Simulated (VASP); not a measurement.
Crystal: FeNi (Tetrataenite).

```xyz
2
Lattice="2.5330 0.0000 0.0000 0.0000 2.5330 0.0000 0.0000 0.0000 3.5820" Properties=species:S:1:pos:R:3 pbc="T T T"
Fe    0.0000    0.0000    0.0000
Ni    1.2665    1.2665    1.7910
```

Base run:

```yaml
Program: VASP 6.6.1
Functional: PBEsol
Potentials_or_basis: VASP PAW PBE potentials, release 64 (Fe, Ni)
Cutoff: 520 eV
k_mesh: 11 × 11 × 8
Occupations: gaussian, width 0.1 eV
Spin: collinear spin, ferromagnetic start
Starting_moments: "[3.1, 0.91] μB"
Fixed_moment: 3.6 μB
```

Its results: pressure -9.0 GPa; site moments Fe +2.81; Ni +0.77 μB.

**Question.** The run is repeated on the same cell with these changes: fixed moment from 3.6 μB to 2.4 μB; moments at the start from [3.1, 0.91] to [2.34, 0.38]. What comes out?

**Answer.** Pressure -17.1 GPa; site moments Fe +2.12; Ni +0.30 μB.

Caveats: the PAW data sets were made with another functional, which shifts forces and pressure a little; the total moment is fixed, so each spin has its own Fermi level.
